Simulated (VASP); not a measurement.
# MgPt3N (Pm-3m) in VASP: notebook

The runs below take MgPt3N through single point, relaxation of cell and atoms, with PBE.

Program: VASP 6.6.1. These are calculated values, not measurements. Logs are shortened: lines on timing, memory, paths and dates and some standing lists are left out, and cuts for length are marked.

### 1 The cell of the first run

It takes space group Pm-3m (No. 221, cubic). Conventional cell: a = 4.204 Å, b = 4.204 Å, c = 4.204 Å, α = 90.00°, β = 90.00°, γ = 90.00°. Within 3.9 Å of Mg (site symmetry m-3m) lie 12 Pt at 2.97 Å and 8 N at 3.64 Å. Pt (site symmetry 4/mmm) has 2 N at 2.10 Å within 2.8 Å. N (site symmetry m-3m) has 6 Pt at 2.10 Å within 2.8 Å.

The cell was generated, and may not be a known phase.

### 2 Single point, PBE

File INCAR:

```
PREC = Accurate ; ENCUT = 520
EDIFF = 1E-7 ; ISMEAR = 0
SIGMA = 0.1 ; LREAL = F
LASPH = T ; NELM = 100
ALGO = Normal ; ISIF = 2
LWAVE = F ; LCHARG = F
GGA = PE ; NBANDS = 26
```

File KPOINTS:

```
regular mesh
0
Gamma
  10 10 10
```

File POSCAR:

```
MgPt3N
1.0
    4.2044635530      0.0000000000      0.0000000000
    0.0000000000      4.2044635530      0.0000000000
    0.0000000000      0.0000000000      4.2044635530
Mg Pt N
1 3 1
Direct
    0.0000000000      0.0000000000      0.0000000000
    0.0000000000      0.5000000000      0.5000000000
    0.5000000000      0.5000000000      0.0000000000
    0.5000000000      0.0000000000      0.5000000000
    0.5000000000      0.5000000000      0.5000000000
```

Potentials or basis: VASP PAW PBE potentials, release 64 (Mg, Pt, N).

Launch:

```sh
> cat potpaw_PBE.64/Mg/POTCAR potpaw_PBE.64/Pt/POTCAR potpaw_PBE.64/N/POTCAR > POTCAR
> mpirun -np 1 vasp_std > vasp.out
```

OUTCAR:

```text
PREC = Accurate
   ENCUT = 520
   EDIFF = 1E-7
   ISMEAR = 0
   LREAL = F
   LASPH = T
   NELM = 100
   ISIF = 2
   GGA = PE

 ion  position               nearest neighbor table
   1  0.000  0.000  0.000-   2 2.97   3 2.97   4 2.97   2 2.97   4 2.97   2 2.97   3 2.97   2 2.97
                             3 2.97   4 2.97   4 2.97   3 2.97
   2  0.000  0.500  0.500-   5 2.10   5 2.10   4 2.97   1 2.97   1 2.97   3 2.97   1 2.97   4 2.97
                             1 2.97   3 2.97   4 2.97   3 2.97   3 2.97   4 2.97
   3  0.500  0.500  0.000-   5 2.10   5 2.10   4 2.97   1 2.97   2 2.97   4 2.97   2 2.97   1 2.97
                             4 2.97   4 2.97   1 2.97   2 2.97   2 2.97   1 2.97
   4  0.500  0.000  0.500-   5 2.10   5 2.10   3 2.97   1 2.97   1 2.97   3 2.97   2 2.97   3 2.97
                             2 2.97   3 2.97   1 2.97   2 2.97   1 2.97   2 2.97
   5  0.500  0.500  0.500-   2 2.10   3 2.10   4 2.10   3 2.10   4 2.10   2 2.10

  LATTYP: Found a simple cubic cell.
 ALAT       =     4.2044635530

  Lattice vectors:

 A1 = (   4.2044635530,   0.0000000000,   0.0000000000)
 A2 = (   0.0000000000,   4.2044635530,   0.0000000000)
 A3 = (   0.0000000000,   0.0000000000,   4.2044635530)

Analysis of symmetry for initial positions (statically):
=====================================================================
 Subroutine PRICEL returns:
 Original cell was already a primitive cell.

 Routine SETGRP: Setting up the symmetry group for a
 simple cubic supercell.

 Subroutine GETGRP returns: Found 48 space group operations
 (whereof 48 operations were pure point group operations)
 out of a pool of 48 trial point group operations.

The static configuration has the point symmetry O_h .

Analysis of symmetry for dynamics (positions and initial velocities):
=====================================================================
 Subroutine PRICEL returns:
 Original cell was already a primitive cell.

 Routine SETGRP: Setting up the symmetry group for a
 simple cubic supercell.

 Subroutine GETGRP returns: Found 48 space group operations
 (whereof 48 operations were pure point group operations)
 out of a pool of 48 trial point group operations.

The dynamic configuration has the point symmetry O_h .

 Subroutine INISYM returns: Found 48 space group operations
 (whereof 48 operations are pure point group operations),
 and found     1 'primitive' translations

----------------------------------------------------------------------------------------

                                     Primitive cell

  volume of cell :      74.3245

  direct lattice vectors                    reciprocal lattice vectors
     4.204463553  0.000000000  0.000000000     0.237842471  0.000000000  0.000000000
     0.000000000  4.204463553  0.000000000     0.000000000  0.237842471  0.000000000
     0.000000000  0.000000000  4.204463553     0.000000000  0.000000000  0.237842471

  length of vectors
     4.204463553  4.204463553  4.204463553     0.237842471  0.237842471  0.237842471

  position of ions in fractional coordinates (direct lattice)
     0.000000000  0.000000000  0.000000000
     0.000000000  0.500000000  0.500000000
     0.500000000  0.500000000  0.000000000
     0.500000000  0.000000000  0.500000000
     0.500000000  0.500000000  0.500000000

  ion indices of the primitive-cell ions
   primitive index   ion index
                 1           1
                 2           2
                 3           3
                 4           4
                 5           5

----------------------------------------------------------------------------------------

 KPOINTS: regular mesh

Automatic generation of k-mesh.
 Grid dimensions read from file:
 generate k-points for:   10   10   10

 Generating k-lattice:

  Cartesian coordinates                     Fractional coordinates (reciprocal lattice)
     0.023784247  0.000000000  0.000000000     0.100000000  0.000000000  0.000000000
     0.000000000  0.023784247  0.000000000     0.000000000  0.100000000  0.000000000
     0.000000000  0.000000000  0.023784247     0.000000000  0.000000000  0.100000000

  Length of vectors
     0.023784247  0.023784247  0.023784247

  Shift w.r.t. Gamma in fractional coordinates (k-lattice)
     0.000000000  0.000000000  0.000000000

 Subroutine IBZKPT returns following result:
 ===========================================

 Found     56 irreducible k-points:

 Following reciprocal coordinates:
            Coordinates               Weight
  0.000000  0.000000  0.000000      1.000000
  0.100000  0.000000  0.000000      6.000000
  0.200000  0.000000  0.000000      6.000000
  0.300000  0.000000  0.000000      6.000000
  0.400000  0.000000  0.000000      6.000000
  0.500000  0.000000  0.000000      3.000000
[... 16 lines left out ...]
  0.200000  0.100000  0.100000     24.000000
  0.300000  0.100000  0.100000     24.000000
 [... further k-points ...]
   k-points           NKPTS =     56   k-points in BZ     NKDIM =     56   number of bands    NBANDS=     26
   number of dos      NEDOS =    301   number of ions     NIONS =      5
   total plane-waves  NPLWV =  32768
   dimension x,y,z NGX =    32 NGY =   32 NGZ =   32
   dimension x,y,z NGXF=    64 NGYF=   64 NGZF=   64
   ions per type =               1   3   1
   NGX,Y,Z   is equivalent  to a cutoff of  12.65, 12.65, 12.65 a.u.
   NGXF,Y,Z  is equivalent  to a cutoff of  25.31, 25.31, 25.31 a.u.
 SYSTEM =  unknown system
   PREC   = accura    normal or accurate (medium, high low for compatibility)
   ISTART =      0    job   : 0-new  1-cont  2-samecut
   ICHARG =      2    charge: 1-file 2-atom 10-const
   ISPIN  =      1    spin polarized calculation?
   LNONCOLLINEAR =      F non collinear calculations
   LSORBIT =      F    spin-orbit coupling
   LASPH  =      T    aspherical Exc in radial PAW
   ENCUT  =  520.0 eV  38.22 Ry    6.18 a.u.   7.82  7.82  7.82*2*pi/ulx,y,z
   NELM   =    100;   NELMIN=  2; NELMDL= -5     # of ELM steps
   EDIFF  = 0.1E-06   stopping-criterion for ELM
   LREAL  =      F    real-space projection
   EDIFFG = 0.1E-05   stopping-criterion for IOM
   NSW    =      0    number of steps for IOM
   IBRION =     -1    ionic relax: 0-MD 1-quasi-New 2-CG
   NFREE  =      0    steps in history (QN), initial steepest desc. (CG)
   ISIF   =      2    stress and relaxation
   ISYM   =      2    0-nonsym 1-usesym 2-fastsym
   POTIM  = 0.5000    time-step for ionic-motion
   TEBEG  =    0.0;   TEEND  =   0.0 temperature during run
   PSTRESS=    0.0 pullay stress
   NELECT =      37.0000    total number of electrons
   NUPDOWN=      -1.0000    fix difference up-down
   EMIN   =  10.00;   EMAX   =-10.00  energy-range for DOS
   EFERMI =   0.00;   METHOD = LEGACY
   ISMEAR =     0;   SIGMA  =   0.10  broadening in eV -4-tet -1-fermi 0-gaus
   EFERMI_NEDOS =   21; number of points for ismear=-14 and -15
   IALGO  =     38    algorithm
   IMIX   =      4    mixing-type and parameters
     AMIX     =   0.40;   BMIX     =  1.00
     AMIX_MAG =   1.60;   BMIX_MAG =  1.00
  volume/ion in A,a.u.               =      14.86       100.31
  Fermi-wavevector in a.u.,A,eV,Ry     =   1.297472  2.451867 22.904521  1.683435
  Thomas-Fermi vector in A             =   2.428863
   LORBIT       =      0    0 simple, 1 ext, 2 COOP (PROOUT), +10 PAW based schemes
   GGA     = PE    functional components
   LHFCALC =     F    Hartree Fock is set to
   AEXX    =    0.0000 exact exchange contribution
   IVDW    =     0    specifies the selected vdW correction
   LEPSILON=     F    determine dielectric tensor
   LRPA    =     F    only Hartree local field effects (RPA)
 non-spin polarized calculation
 Gauss-broadening in eV      SIGMA  =   0.10
  energy-cutoff  :      520.00
  volume of cell :       74.32
 maximum number of plane-waves:      2022
 NGX is ok and might be reduce to    32
   NGX = 15   NGY = 15   NGZ = 15

 number of electron      37.0000003 magnetization

 Free energy of the ion-electron system (eV)
  ---------------------------------------------------
  ext. energy  EPLUGINS =         0.00000000
  ---------------------------------------------------
  free energy    TOTEN  =       -27.58599563 eV

  energy without entropy =      -27.56394883  energy(sigma->0) =      -27.57497223

 E-fermi :   8.3373     XC(G=0): -11.9274

 val. band max:        8.3351339286   @ k =   0.5000   0.4000   0.1000
 cond. band min:       8.3404338868   @ k =   0.4000   0.4000   0.3000
 fundamental gap:      0.0052999582
 Fermi energy:         8.3372552379

 k-point     1 :       0.0000    0.0000    0.0000
  band No.  band energies     occupation
      1      -9.5227      2.00000
      2       0.7032      2.00000
      3       3.0392      2.00000
      4       3.0392      2.00000
      5       3.0392      2.00000
      6       3.1945      2.00000
[... 18 lines left out ...]
     25      12.7609      0.00000
     26      16.2247      0.00000

 k-point     2 :       0.1000    0.0000    0.0000
  band No.  band energies     occupation
      1      -9.4731      2.00000
      2       0.7786      2.00000
      3       2.6931      2.00000
      4       2.7843      2.00000
      5       2.7843      2.00000
      6       3.0615      2.00000
[... 18 lines left out ...]
     25      13.2561      0.00000
     26      16.5598      0.00000

 k-point     3 :       0.2000    0.0000    0.0000
  band No.  band energies     occupation
      1      -9.3381      2.00000
      2       0.9354      2.00000
      3       1.8285      2.00000
      4       2.5057      2.00000
      5       2.5057      2.00000
      6       3.1224      2.00000
[... 18 lines left out ...]
     25      14.0586      0.00000
     26      16.6600      0.00000

 k-point     4 :       0.3000    0.0000    0.0000
  band No.  band energies     occupation
      1      -9.1592      2.00000
      2       0.5843      2.00000
      3       1.6736      2.00000
      4       2.2894      2.00000
      5       2.2894      2.00000
      6       3.2037      2.00000
[... 18 lines left out ...]
     25      14.9116      0.00000
     26      15.7537      0.00000
[... 496 lines left out ...]
      1      -9.3734      2.00000
      2       0.9182      2.00000
      3       2.3471      2.00000
      4       2.3471      2.00000
      5       2.3732      2.00000
      6       3.3442      2.00000
[... 18 lines left out ...]
     25      13.5793      0.00000
     26      16.9159      0.00000

 k-point    23 :       0.2000    0.1000    0.1000
  band No.  band energies     occupation
      1      -9.2371      2.00000
      2       1.0180      2.00000
      3       1.6687      2.00000
      4       2.0828      2.00000
      5       2.1773      2.00000
      6       3.3759      2.00000
[... 18 lines left out ...]
     25      14.4490      0.00000
     26      15.8136      0.00000

 k-point    24 :       0.3000    0.1000    0.1000
  band No.  band energies     occupation
      1      -9.0565      2.00000
      2       0.5103      2.00000
      3       1.6057      2.00000
      4       1.8633      2.00000
      5       2.0962      2.00000
      6       3.4717      2.00000
[... 18 lines left out ...]
     25      15.1667      0.00000
     26      15.2151      0.00000

 [... further k-points ...]
[... 5 lines left out ...]
  --------------------------------------------------------------------------------------
  -------------------------------------------------------------------------------------
  Total       -0.0883108     -0.0883108     -0.0883108     -0.0000000      0.0000000     -0.0000000
  in kB       -1.9036749     -1.9036749     -1.9036749     -0.0000000      0.0000000     -0.0000000
  external PRESSURE =      -1.9036749 kB  Pullay stress =       0.0000000 kB

 VOLUME and BASIS-vectors are now :
 -----------------------------------------------------------------------------
  energy-cutoff  :      520.00
  volume of cell :       74.32
      direct lattice vectors                 reciprocal lattice vectors
     4.204463553  0.000000000  0.000000000     0.237842471  0.000000000  0.000000000
     0.000000000  4.204463553  0.000000000     0.000000000  0.237842471  0.000000000
     0.000000000  0.000000000  4.204463553     0.000000000  0.000000000  0.237842471

 POSITION                                       TOTAL-FORCE (eV/Angst)
 -----------------------------------------------------------------------------------
      0.00000      0.00000      0.00000         0.000000      0.000000      0.000000
      0.00000      2.10223      2.10223         0.000000      0.000000      0.000000
      2.10223      2.10223      0.00000         0.000000      0.000000      0.000000
      2.10223      0.00000      2.10223         0.000000      0.000000      0.000000
      2.10223      2.10223      2.10223         0.000000      0.000000      0.000000
 -----------------------------------------------------------------------------------
    total drift:                                0.000000     -0.000000     -0.000000

  FREE ENERGIE OF THE ION-ELECTRON SYSTEM (eV)
  ---------------------------------------------------
  free  energy   TOTEN  =       -27.5859956343 eV

  energy  without entropy=      -27.5639488284  energy(sigma->0) =      -27.57497223
```

It took 58 s on 1 thread of AMD EPYC 9R45 (Zen 5), shared host; peak memory 0.21 GiB.

Results:

| Item | Value |
| --- | --- |
| Free energy | -27.5860 eV |
| Pressure | -0.2 GPa |
| Band gap on the k mesh | zero (an odd number of electrons rules out a gap without spin polarisation) |

Caveat: spin-orbit coupling is left out, which moves the levels of the heavy elements.

### 3 Relaxation of cell and atoms, PBE

This run uses another cell than the first one, of 14.80 Å³/atom.

File INCAR:

```
SYSTEM = MgPt3N
PREC = Accurate ; ENCUT = 600
EDIFF = 1E-6 ; ISMEAR = 0
SIGMA = 0.1 ; LREAL = .FALSE.
LASPH = .TRUE. ; NELM = 100
ALGO = Normal ; ISIF = 3
LWAVE = .FALSE. ; LCHARG = .FALSE.
GGA = PE ; IBRION = 2
NSW = 100 ; EDIFFG = -0.01
```

File KPOINTS:

```
regular mesh
0
G
  10 10 10
  0 0 0
```

Changes to POSCAR since step 2:

```diff
@@ -2,5 +2,5 @@
 1.0
-    4.2044635530      0.0000000000      0.0000000000
-    0.0000000000      4.2044635530      0.0000000000
-    0.0000000000      0.0000000000      4.2044635530
+    4.1983693474      0.0000000000      0.0000000000
+    0.0000000000      4.1983693474      0.0000000000
+    0.0000000000      0.0000000000      4.1983693474
 Mg Pt N
```

Potentials or basis: VASP PAW PBE potentials, release 64 (Mg, Pt, N).

Launch:

```sh
> cat potpaw_PBE.64/Mg/POTCAR potpaw_PBE.64/Pt/POTCAR potpaw_PBE.64/N/POTCAR > POTCAR
> mpirun -np 1 vasp_std > vasp.out
```

OUTCAR:

```text
SYSTEM = MgPt3N
   PREC = Accurate
   ENCUT = 600
   EDIFF = 1E-6
   ISMEAR = 0
   LREAL = .FALSE.
   LASPH = .TRUE.
   NELM = 100
   ISIF = 3
   GGA = PE
   IBRION = 2
   NSW = 100
   EDIFFG = -0.01

 ion  position               nearest neighbor table
   1  0.000  0.000  0.000-   2 2.97   3 2.97   4 2.97   2 2.97   4 2.97   2 2.97   3 2.97   2 2.97
                             3 2.97   4 2.97   4 2.97   3 2.97
   2  0.000  0.500  0.500-   5 2.10   5 2.10   4 2.97   1 2.97   1 2.97   3 2.97   1 2.97   4 2.97
                             1 2.97   3 2.97   4 2.97   3 2.97   3 2.97   4 2.97
   3  0.500  0.500  0.000-   5 2.10   5 2.10   4 2.97   1 2.97   2 2.97   4 2.97   2 2.97   1 2.97
                             4 2.97   4 2.97   1 2.97   2 2.97   2 2.97   1 2.97
   4  0.500  0.000  0.500-   5 2.10   5 2.10   3 2.97   1 2.97   1 2.97   3 2.97   2 2.97   3 2.97
                             2 2.97   3 2.97   1 2.97   2 2.97   1 2.97   2 2.97
[... 275 lines left out ...]
  ext. energy  EPLUGINS =         0.00000000
  ---------------------------------------------------
  free energy    TOTEN  =       -27.58730388 eV

  energy without entropy =      -27.56525438  energy(sigma->0) =      -27.57627913

 E-fermi :   8.3515     XC(G=0): -11.9326

 val. band max:        8.3493667249   @ k =   0.5000   0.4000   0.1000
 cond. band min:       8.3545511694   @ k =   0.4000   0.4000   0.3000
 fundamental gap:      0.0051844446
 Fermi energy:         8.3515006506

 k-point     1 :       0.0000    0.0000    0.0000
  band No.  band energies     occupation
      1      -9.5209      2.00000
      2       0.7091      2.00000
      3       3.0453      2.00000
      4       3.0453      2.00000
      5       3.0453      2.00000
      6       3.2016      2.00000
[... 589 lines left out ...]
     21      10.9483      0.00000
     22      11.6606      0.00000

 [... further k-points ...]
[... 5 lines left out ...]
  --------------------------------------------------------------------------------------
  -------------------------------------------------------------------------------------
  Total        0.0037502      0.0037502      0.0037502      0.0000000     -0.0000000      0.0000000
  in kB        0.0809207      0.0809207      0.0809207      0.0000000     -0.0000000      0.0000000
  external PRESSURE =       0.0809207 kB  Pullay stress =       0.0000000 kB
[... 20 lines left out ...]
  FREE ENERGIE OF THE ION-ELECTRON SYSTEM (eV)
  ---------------------------------------------------
  free  energy   TOTEN  =       -27.5873038753 eV

  energy  without entropy=      -27.5652543756  energy(sigma->0) =      -27.57627913

 reached required accuracy - stopping structural energy minimisation
```

CONTCAR:

```text
MgPt3N
   1.00000000000000
     4.2031041411628518   -0.0000000000000000    0.0000000000000000
    -0.0000000000000000    4.2031041411628518    0.0000000000000000
     0.0000000000000000    0.0000000000000000    4.2031041411628518
  Mg              Pt              N
     1     3     1
Direct
     0.0000000000000000    0.0000000000000000    0.0000000000000000
     0.0000000000000000    0.5000000000000000    0.5000000000000000
     0.5000000000000000    0.5000000000000000    0.0000000000000000
     0.5000000000000000    0.0000000000000000    0.5000000000000000
     0.5000000000000000    0.5000000000000000    0.5000000000000000

  0.00000000E+00  0.00000000E+00  0.00000000E+00
  0.00000000E+00  0.00000000E+00  0.00000000E+00
  0.00000000E+00  0.00000000E+00  0.00000000E+00
  0.00000000E+00  0.00000000E+00  0.00000000E+00
  0.00000000E+00  0.00000000E+00  0.00000000E+00
```

Run time: 2.4 min. Hardware: 1 thread of AMD EPYC 9R45 (Zen 5), shared host; peak memory 0.27 GiB.

Results:

```yaml
Free_energy: -27.5873 eV
Relaxed_volume: 14.85 Å³/atom
Relaxed_cell: a = 4.203 Å, b = 4.203 Å, c = 4.203 Å, α = 90.00°, β = 90.00°, γ = 90.00°
Space_group_after_relaxing_to_0.1_Å: Pm-3m (No. 221)
Energy_gained_by_relaxing: 0.1 meV/atom
Ionic_steps: 3
Pressure_after_relaxing: 0.0 GPa
Band_gap_on_the_k_mesh: zero (an odd number of electrons rules out a gap without spin polarisation)
```

Step by step:
```tsv
step	energy change (eV)	largest force (eV/Å)	pressure (GPa)	volume (Å³)
1	0.0000	0.0000	0.62	74.00
2	0.0005	0.0000	-0.88	74.62
3	-0.0005	0.0000	0.01	74.25
```

Final structure:
```
Mg Pt N
1.0
     4.20310    0.00000    0.00000
     0.00000    4.20310    0.00000
     0.00000    0.00000    4.20310
Mg Pt N
1 3 1
Direct
  0.00000 0.00000 0.00000
  0.00000 0.50000 0.50000
  0.50000 0.50000 0.00000
  0.50000 0.00000 0.50000
  0.50000 0.50000 0.50000
```

Caveat: spin-orbit coupling is left out, which moves the levels of the heavy elements.
